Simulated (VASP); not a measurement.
Write the native input for VASP 6.6.1 that does the following.

| Item | Value |
| --- | --- |
| Task | single point |
| Functional | PBE |
| Potentials or basis | VASP PAW PBE potentials, release 64 (Li_sv, K_sv, F) |
| Cutoff | 750 eV |
| k mesh | 4 × 4 × 4 |
| Occupations | gaussian, width 0.01 eV |
| Spin | no spin polarisation |
| Dipole correction | no |
| Further INCAR settings | ALGO = Normal; EDIFF = 1e-06; NBANDS = 21 |

The structure of KLiF2 lies in POSCAR:

```
KLiF2
1.0
    1.6489037920      0.9519950482      5.7415178399
   -1.6489037920      0.9519950482      5.7415178399
    0.0000000000     -1.9039900964      5.7415178399
Li K F
1 1 2
Direct
    1.0000000000      0.0000000000      0.0000000000
    0.5000000000      0.5000000000      0.5000000000
    0.2689466836      0.2689466836      0.2689466836
    0.7310533164      0.7310533164      0.7310533164
```

The input as run:

INCAR

```
PREC = Accurate ; ENCUT = 750
EDIFF = 1E-6 ; ISMEAR = 0
SIGMA = 0.01 ; LREAL = False
LASPH = True ; NELM = 120
ALGO = Normal ; ISIF = 2
LWAVE = False ; LCHARG = False
GGA = PE ; NBANDS = 21
GGA_COMPAT = False
```

KPOINTS

```
Automatic mesh
0
Gamma
  4 4 4
```

Potentials or basis: VASP PAW PBE potentials, release 64 (Li_sv, K_sv, F).

Run with:

```console
$ cat potpaw_PBE.64/Li_sv/POTCAR potpaw_PBE.64/K_sv/POTCAR potpaw_PBE.64/F/POTCAR > POTCAR
$ mpirun -np 1 vasp_std > vasp.out
```

It gave:

```
Pressure               : 0.2 GPa
Largest force          : 0.064 eV/Å
Band gap on the k mesh : 6.41 eV
```

Caveat: the k points lie up to 0.56 Å⁻¹ apart.

It took 2.1 min on 1 thread of Intel Xeon 8259CL, on a shared host, peak memory 0.39 GiB.
